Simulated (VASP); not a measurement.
A run of VASP 6.6.1 is set up as follows.

INCAR

```
SYSTEM = BeTe
PREC = Accurate
ENCUT = 520
EDIFF = 1E-6
ISMEAR = 0
SIGMA = 0.01
LREAL = .False.
LASPH = .True.
NELM = 60
ALGO = Normal
ISIF = 2
LWAVE = .False.
LCHARG = .False.
GGA = PE
NBANDS = 11
```

Contents of KPOINTS:

```
Automatic mesh
0
Gamma
  4 4 4
  0 0 0
```

File POSCAR:

```
BeTe
1.0
    0.0000000000      2.8286236224      2.8286236224
    2.8286236224      0.0000000000      2.8286236224
    2.8286236224      2.8286236224      0.0000000000
Be Te
1 1
Direct
    0.0000000000      0.0000000000      0.0000000000
    0.2500000000      0.2500000000      0.2500000000
```

Potentials or basis: VASP PAW PBE potentials, release 64 (Be, Te).

Command:

```sh
$ cat potpaw_PBE.64/Be/POTCAR potpaw_PBE.64/Te/POTCAR > POTCAR
$ mpirun -np 1 vasp_std > vasp.out
```

**Question.** Predict the pressure.

**Answer.** 0.8 GPa.

**Question.** Estimate the band gap on the k mesh.

**Answer.** 2.00 eV, indirect (least direct gap 3.61 eV).

Caveat: the k points lie up to 0.48 Å⁻¹ apart; spin-orbit coupling is left out, which moves the levels of the heavy elements. As with any semilocal functional, this PBE gap is likely too small.
